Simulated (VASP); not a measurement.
Here is a VASP 6.6.1 calculation.

INCAR

```
SYSTEM = SiC
PREC = Accurate
ENCUT = 520
EDIFF = 1E-6
ISMEAR = 0
SIGMA = 0.02
LREAL = .False.
LASPH = .True.
NELM = 80
ALGO = Normal
ISIF = 2
LWAVE = .False.
LCHARG = .False.
GGA = PE
NBANDS = 11
```

Contents of KPOINTS:

```
Automatic mesh
0
Gamma
  10 10 10
  0 0 0
```

The input POSCAR:

```
SiC
1.0
    0.0000000000      2.0985150102      2.0985150102
    2.0985150102      0.0000000000      2.0985150102
    2.0985150102      2.0985150102      0.0000000000
Si C
1 1
Direct
    0.0000000000      0.0000000000      0.0000000000
    0.2500000000      0.2500000000      0.2500000000
```

Potentials or basis: VASP PAW PBE potentials, release 64 (Si, C).

Launch:

```console
$ cat potpaw_PBE.64/Si/POTCAR potpaw_PBE.64/C/POTCAR > POTCAR
$ mpirun -np 1 vasp_std > vasp.out
```

Q: What does it give for the band gap on the k mesh?

A: 1.24 eV, indirect (least direct gap 4.64 eV).

Q: What does it give for the pressure?

A: 34.7 GPa.

 A k mesh can miss the band edges.
